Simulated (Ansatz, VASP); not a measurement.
# Pt: VASP beside Ansatz

```
Pt
1.0
     0.00000    2.86904    2.86904
     2.86904    0.00000    2.86904
     2.86904    2.86904    0.00000
Pt
2
Cartesian
  0.7173 0.7173 0.7173
  5.0208 5.0208 5.0208
```

Alike in both runs: task single point; functional r2SCAN; k mesh 16 × 16 × 16; occupations fermi-dirac, width 0.05 eV; collinear spin.

|  | VASP | Ansatz |
| --- | --- | --- |
| version | VASP 6.6.1 | Ansatz 0.2.0 |
| potentials or method | VASP PAW PBE potentials, release 64 (Pt), cutoff 520 eV | plane waves (500 eV) with PAW, scalar-relativistic |
| valence electrons in the cell | 20 | 36 |

|  | VASP | Ansatz | Ansatz less VASP |
| --- | --- | --- | --- |
| net moment per atom (μB) | 0.70 | 0.71 | +0.005 |
| size of the moment on the site where the two differ most (μB) | 0.68 | 0.67 | -0.012 |

VASP's potentials were made for PBE, not for r2SCAN. Site moments also hang on the region over which each program counts them. With one functional, cell and mesh, what is left measures potentials, basis and numerics. VASP's potentials hold 20 valence electrons a cell and Ansatz's 36, so a difference there can come from the potentials and not from the codes. Ansatz's warnings: stability check not made.

Spin-orbit coupling is off throughout.
